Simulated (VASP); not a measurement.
# ZnSe (ke600) (F-43m) in VASP: further runs

The runs below take ZnSe (ke600) through single point, with LDA.

Program: VASP 6.6.1. These are calculated values, not measurements. Logs are shortened: lines on timing, memory, paths and dates and some standing lists are left out, and cuts for length are marked.

**1. The cell of the first run**

Symmetry: F-43m, No. 216, cubic system. Conventional cell: a = 5.665 Å, b = 5.665 Å, c = 5.665 Å, α = 90.00°, β = 90.00°, γ = 90.00°. Zn (site symmetry -43m) has 4 Se at 2.45 Å within 3.2 Å. Se (site symmetry -43m) has 4 Zn at 2.45 Å within 3.2 Å.

**2. Single point, LDA**

Contents of INCAR:

```
  ALGO = Normal
  EDIFF = 1E-6
  ENCUT = 520
  GGA = CA
  ISIF = 2
  ISMEAR = 0
  LASPH = True
  LCHARG = False
  LREAL = False
  LWAVE = False
  NBANDS = 16
  NELM = 100
  PREC = Accurate
  SIGMA = 0.1
```

Contents of KPOINTS:

```
k-points
0
Gamma
  6 6 6
```

Contents of POSCAR:

```
ZnSe
1.0
    0.0000000000      2.8324425400      2.8324425400
    2.8324425400      0.0000000000      2.8324425400
    2.8324425400      2.8324425400      0.0000000000
Zn Se
1 1
Direct
    0.0000000000      0.0000000000      0.0000000000
    0.2500000000      0.2500000000      0.2500000000
```

Potentials or basis: VASP PAW LDA potentials, release 64 (Zn, Se).

Launch:

```
$ cat potpaw_LDA.64/Zn/POTCAR potpaw_LDA.64/Se/POTCAR > POTCAR
$ mpirun -np 1 vasp_std > vasp.out
```

OUTCAR:

```text
EDIFF = 1E-6
   ENCUT = 520
   GGA = CA
   ISIF = 2
   ISMEAR = 0
   LASPH = True
   LREAL = False
   NELM = 100
   PREC = Accurate

 ion  position               nearest neighbor table
   1  0.000  0.000  0.000-   2 2.45   2 2.45   2 2.45   2 2.45
   2  0.250  0.250  0.250-   1 2.45   1 2.45   1 2.45   1 2.45

  LATTYP: Found a face centered cubic cell.
 ALAT       =     5.6648850800

  Lattice vectors:

 A1 = (   0.0000000000,   2.8324425400,   2.8324425400)
 A2 = (   2.8324425400,   0.0000000000,   2.8324425400)
 A3 = (   2.8324425400,   2.8324425400,   0.0000000000)

Analysis of symmetry for initial positions (statically):
=====================================================================
 Subroutine PRICEL returns:
 Original cell was already a primitive cell.

 Routine SETGRP: Setting up the symmetry group for a
 face centered cubic supercell.

 Subroutine GETGRP returns: Found 24 space group operations
 (whereof 24 operations were pure point group operations)
 out of a pool of 48 trial point group operations.

The static configuration has the point symmetry T_d .

Analysis of symmetry for dynamics (positions and initial velocities):
=====================================================================
 Subroutine PRICEL returns:
 Original cell was already a primitive cell.

 Routine SETGRP: Setting up the symmetry group for a
 face centered cubic supercell.

 Subroutine GETGRP returns: Found 24 space group operations
 (whereof 24 operations were pure point group operations)
 out of a pool of 48 trial point group operations.

The dynamic configuration has the point symmetry T_d .

 Subroutine INISYM returns: Found 24 space group operations
 (whereof 24 operations are pure point group operations),
 and found     1 'primitive' translations

----------------------------------------------------------------------------------------

                                     Primitive cell

  volume of cell :      45.4478

  direct lattice vectors                    reciprocal lattice vectors
     0.000000000  2.832442540  2.832442540    -0.176526088  0.176526088  0.176526088
     2.832442540  0.000000000  2.832442540     0.176526088 -0.176526088  0.176526088
     2.832442540  2.832442540  0.000000000     0.176526088  0.176526088 -0.176526088

  length of vectors
     4.005678655  4.005678655  4.005678655     0.305752153  0.305752153  0.305752153

  position of ions in fractional coordinates (direct lattice)
     0.000000000  0.000000000  0.000000000
     0.250000000  0.250000000  0.250000000

  ion indices of the primitive-cell ions
   primitive index   ion index
                 1           1
                 2           2

----------------------------------------------------------------------------------------

 KPOINTS: k-points

Automatic generation of k-mesh.
 Grid dimensions read from file:
 generate k-points for:    6    6    6

 Generating k-lattice:

  Cartesian coordinates                     Fractional coordinates (reciprocal lattice)
    -0.029421015  0.029421015  0.029421015     0.166666667  0.000000000  0.000000000
     0.029421015 -0.029421015  0.029421015     0.000000000  0.166666667  0.000000000
     0.029421015  0.029421015 -0.029421015     0.000000000  0.000000000  0.166666667

  Length of vectors
     0.050958692  0.050958692  0.050958692

  Shift w.r.t. Gamma in fractional coordinates (k-lattice)
     0.000000000  0.000000000  0.000000000

 Subroutine IBZKPT returns following result:
 ===========================================

 Found     16 irreducible k-points:

 Following reciprocal coordinates:
            Coordinates               Weight
  0.000000  0.000000  0.000000      1.000000
  0.166667  0.000000  0.000000      8.000000
  0.333333  0.000000  0.000000      8.000000
  0.500000  0.000000  0.000000      4.000000
  0.166667  0.166667  0.000000      6.000000
  0.333333  0.166667  0.000000     24.000000
[... 8 lines left out ...]
 -0.333333  0.333333  0.166667     24.000000
 -0.333333  0.500000  0.166667     12.000000
   k-points           NKPTS =     16   k-points in BZ     NKDIM =     16   number of bands    NBANDS=     16
   number of dos      NEDOS =    301   number of ions     NIONS =      2
   total plane-waves  NPLWV =  27000
   dimension x,y,z NGX =    30 NGY =   30 NGZ =   30
   dimension x,y,z NGXF=    60 NGYF=   60 NGZF=   60
   ions per type =               1   1
   NGX,Y,Z   is equivalent  to a cutoff of  12.45, 12.45, 12.45 a.u.
   NGXF,Y,Z  is equivalent  to a cutoff of  24.90, 24.90, 24.90 a.u.
 SYSTEM =  unknown system
   PREC   = accura    normal or accurate (medium, high low for compatibility)
   ISTART =      0    job   : 0-new  1-cont  2-samecut
   ICHARG =      2    charge: 1-file 2-atom 10-const
   ISPIN  =      1    spin polarized calculation?
   LNONCOLLINEAR =      F non collinear calculations
   LSORBIT =      F    spin-orbit coupling
   LASPH  =      T    aspherical Exc in radial PAW
   ENCUT  =  520.0 eV  38.22 Ry    6.18 a.u.   7.45  7.45  7.45*2*pi/ulx,y,z
   NELM   =    100;   NELMIN=  2; NELMDL= -5     # of ELM steps
   EDIFF  = 0.1E-05   stopping-criterion for ELM
   LREAL  =      F    real-space projection
   EDIFFG = 0.1E-04   stopping-criterion for IOM
   NSW    =      0    number of steps for IOM
   IBRION =     -1    ionic relax: 0-MD 1-quasi-New 2-CG
   NFREE  =      0    steps in history (QN), initial steepest desc. (CG)
   ISIF   =      2    stress and relaxation
   ISYM   =      2    0-nonsym 1-usesym 2-fastsym
   POTIM  = 0.5000    time-step for ionic-motion
   TEBEG  =    0.0;   TEEND  =   0.0 temperature during run
   PSTRESS=    0.0 pullay stress
   NELECT =      18.0000    total number of electrons
   NUPDOWN=      -1.0000    fix difference up-down
   EMIN   =  10.00;   EMAX   =-10.00  energy-range for DOS
   EFERMI =   0.00;   METHOD = LEGACY
   ISMEAR =     0;   SIGMA  =   0.10  broadening in eV -4-tet -1-fermi 0-gaus
   EFERMI_NEDOS =   21; number of points for ismear=-14 and -15
   IALGO  =     38    algorithm
   IMIX   =      4    mixing-type and parameters
     AMIX     =   0.40;   BMIX     =  1.00
     AMIX_MAG =   1.60;   BMIX_MAG =  1.00
  volume/ion in A,a.u.               =      22.72       153.35
  Fermi-wavevector in a.u.,A,eV,Ry     =   1.202249  2.271922 19.665909  1.445404
  Thomas-Fermi vector in A             =   2.338036
   LORBIT       =      0    0 simple, 1 ext, 2 COOP (PROOUT), +10 PAW based schemes
   GGA     = CA    functional components
   LHFCALC =     F    Hartree Fock is set to
   AEXX    =    0.0000 exact exchange contribution
   IVDW    =     0    specifies the selected vdW correction
   LEPSILON=     F    determine dielectric tensor
   LRPA    =     F    only Hartree local field effects (RPA)
 non-spin polarized calculation
 Gauss-broadening in eV      SIGMA  =   0.10
  energy-cutoff  :      520.00
  volume of cell :       45.45
 maximum number of plane-waves:      1243
 NGX is ok and might be reduce to    30
   NGX = 15   NGY = 15   NGZ = 15

 number of electron      18.0000010 magnetization

 Free energy of the ion-electron system (eV)
  ---------------------------------------------------
  ext. energy  EPLUGINS =         0.00000000
  ---------------------------------------------------
  free energy    TOTEN  =        -7.34559259 eV

  energy without entropy =       -7.34559259  energy(sigma->0) =       -7.34559259

 E-fermi :   1.9440     XC(G=0):  -9.7043

 val. band max:        1.5240577017   @ k =   0.0000   0.0000   0.0000
 cond. band min:       2.5959676406   @ k =   0.0000   0.0000   0.0000
 fundamental gap:      1.0719099389
 Fermi energy:         1.9439588048

 k-point     1 :       0.0000    0.0000    0.0000
  band No.  band energies     occupation
      1     -11.7745      2.00000
      2      -5.1617      2.00000
      3      -5.1617      2.00000
      4      -5.1617      2.00000
      5      -4.8017      2.00000
      6      -4.8017      2.00000
[... 8 lines left out ...]
     15      12.9994      0.00000
     16      12.9994      0.00000

 k-point     2 :       0.1667    0.0000    0.0000
  band No.  band energies     occupation
      1     -11.5984      2.00000
      2      -5.1450      2.00000
      3      -5.1355      2.00000
      4      -5.1355      2.00000
      5      -4.8035      2.00000
      6      -4.8035      2.00000
[... 8 lines left out ...]
     15      11.9314      0.00000
     16      12.2906      0.00000

 k-point     3 :       0.3333    0.0000    0.0000
  band No.  band energies     occupation
      1     -11.2031      2.00000
      2      -5.0918      2.00000
      3      -5.0918      2.00000
      4      -4.9897      2.00000
      5      -4.7954      2.00000
      6      -4.7954      2.00000
[... 8 lines left out ...]
     15      12.5131      0.00000
     16      12.5131      0.00000

 k-point     4 :       0.5000    0.0000    0.0000
  band No.  band energies     occupation
      1     -10.9772      2.00000
      2      -5.0761      2.00000
      3      -5.0761      2.00000
      4      -4.7836      2.00000
      5      -4.7836      2.00000
      6      -4.6411      2.00000
[... 8 lines left out ...]
     15      14.5750      0.00000
     16      14.5750      0.00000

 k-point     5 :       0.1667    0.1667    0.0000
  band No.  band energies     occupation
      1     -11.5395      2.00000
      2      -5.1724      2.00000
      3      -5.1103      2.00000
      4      -5.1103      2.00000
      5      -4.8200      2.00000
      6      -4.7897      2.00000
[... 8 lines left out ...]
     15      13.3126      0.00000
     16      13.3931      0.00000

 k-point     6 :       0.3333    0.1667    0.0000
  band No.  band energies     occupation
      1     -11.2136      2.00000
      2      -5.1262      2.00000
      3      -5.0583      2.00000
      4      -5.0359      2.00000
      5      -4.8130      2.00000
      6      -4.7797      2.00000
[... 8 lines left out ...]
     15      13.7025      0.00000
     16      13.8980      0.00000

 k-point     7 :       0.5000    0.1667    0.0000
  band No.  band energies     occupation
      1     -10.9162      2.00000
      2      -5.0745      2.00000
      3      -5.0365      2.00000
      4      -4.8516      2.00000
      5      -4.7800      2.00000
      6      -4.6597      2.00000
[... 8 lines left out ...]
     15      14.1323      0.00000
     16      14.6259      0.00000

 k-point     8 :      -0.3333    0.1667    0.0000
  band No.  band energies     occupation
      1     -10.9922      2.00000
      2      -5.0691      2.00000
      3      -5.0547      2.00000
      4      -4.8708      2.00000
      5      -4.8056      2.00000
      6      -4.7435      2.00000
[... 8 lines left out ...]
     15      13.0173      0.00000
     16      14.5404      0.00000

 k-point     9 :      -0.1667    0.1667    0.0000
  band No.  band energies     occupation
      1     -11.3460      2.00000
      2      -5.1039      2.00000
      3      -5.1037      2.00000
      4      -5.0833      2.00000
      5      -4.8169      2.00000
      6      -4.7860      2.00000
[... 8 lines left out ...]
     15      12.6179      0.00000
     16      13.9875      0.00000

 k-point    10 :       0.3333    0.3333    0.0000
  band No.  band energies     occupation
      1     -11.0104      2.00000
      2      -5.1510      2.00000
      3      -4.9880      2.00000
      4      -4.9880      2.00000
      5      -4.7990      2.00000
      6      -4.7658      2.00000
[... 8 lines left out ...]
     15      14.5044      0.00000
     16      16.5435      0.00000

 k-point    11 :       0.5000    0.3333    0.0000
  band No.  band energies     occupation
      1     -10.7816      2.00000
      2      -5.0946      2.00000
      3      -4.9541      2.00000
      4      -4.9213      2.00000
      5      -4.7669      2.00000
      6      -4.6436      2.00000
[... 8 lines left out ...]
     15      14.9883      0.00000
     16      15.7048      0.00000

 k-point    12 :      -0.3333    0.3333    0.0000
  band No.  band energies     occupation
      1     -10.7747      2.00000
      2      -5.0650      2.00000
      3      -4.9848      2.00000
      4      -4.8443      2.00000
      5      -4.7940      2.00000
      6      -4.5657      2.00000
[... 8 lines left out ...]
     15      12.6175      0.00000
     16      16.9183      0.00000

 k-point    13 :       0.5000    0.5000    0.0000
  band No.  band energies     occupation
      1     -10.7070      2.00000
      2      -5.1263      2.00000
      3      -4.9140      2.00000
      4      -4.9140      2.00000
      5      -4.7538      2.00000
      6      -4.6200      2.00000
[... 8 lines left out ...]
     15      15.5168      0.00000
     16      15.9095      0.00000

 k-point    14 :       0.5000    0.3333    0.1667
  band No.  band energies     occupation
      1     -10.9288      2.00000
      2      -5.0688      2.00000
      3      -5.0268      2.00000
      4      -4.9259      2.00000
      5      -4.7856      2.00000
      6      -4.7318      2.00000
[... 8 lines left out ...]
     15      14.2736      0.00000
     16      15.7588      0.00000

 k-point    15 :      -0.3333    0.3333    0.1667
  band No.  band energies     occupation
      1     -10.7746      2.00000
      2      -5.0509      2.00000
      3      -4.9981      2.00000
      4      -4.8376      2.00000
      5      -4.8070      2.00000
      6      -4.5535      2.00000
[... 8 lines left out ...]
     15      14.4457      0.00000
     16      15.5045      0.00000

 k-point    16 :      -0.3333    0.5000    0.1667
  band No.  band energies     occupation
      1     -10.7032      2.00000
      2      -5.0642      2.00000
      3      -4.9518      2.00000
      4      -4.8789      2.00000
      5      -4.7873      2.00000
      6      -4.5268      2.00000
[... 8 lines left out ...]
     15      15.2473      0.00000
     16      15.5561      0.00000

------------------------ aborting loop because EDIFF is reached ----------------------------------------

  FORCE on cell =-STRESS in cart. coord.  units (eV):
  Direction    XX          YY          ZZ          XY          YZ          ZX
  --------------------------------------------------------------------------------------
  -------------------------------------------------------------------------------------
  Total       -0.8473979     -0.8473979     -0.8473979      0.0000000      0.0000000      0.0000000
  in kB      -29.8733984    -29.8733984    -29.8733984      0.0000000      0.0000000      0.0000000
  external PRESSURE =     -29.8733984 kB  Pullay stress =       0.0000000 kB

 VOLUME and BASIS-vectors are now :
 -----------------------------------------------------------------------------
  energy-cutoff  :      520.00
  volume of cell :       45.45
      direct lattice vectors                 reciprocal lattice vectors
     0.000000000  2.832442540  2.832442540    -0.176526088  0.176526088  0.176526088
     2.832442540  0.000000000  2.832442540     0.176526088 -0.176526088  0.176526088
     2.832442540  2.832442540  0.000000000     0.176526088  0.176526088 -0.176526088

 POSITION                                       TOTAL-FORCE (eV/Angst)
 -----------------------------------------------------------------------------------
      0.00000      0.00000      0.00000         0.000000      0.000000      0.000000
      1.41622      1.41622      1.41622        -0.000000     -0.000000     -0.000000
 -----------------------------------------------------------------------------------
    total drift:                               -0.000001     -0.000001     -0.000001

  FREE ENERGIE OF THE ION-ELECTRON SYSTEM (eV)
  ---------------------------------------------------
  free  energy   TOTEN  =        -7.3455925936 eV

  energy  without entropy=       -7.3455925936  energy(sigma->0) =       -7.34559259
```

Run time: 17 s. Hardware: 1 thread of AMD EPYC 7R43 (Zen 3), shared host; peak memory 0.11 GiB.

What came out:

- Free energy: -7.3456 eV
- Pressure: -3.0 GPa
- Band gap on the k mesh: 1.07 eV, direct

(Part 1 of 2 ends here.)
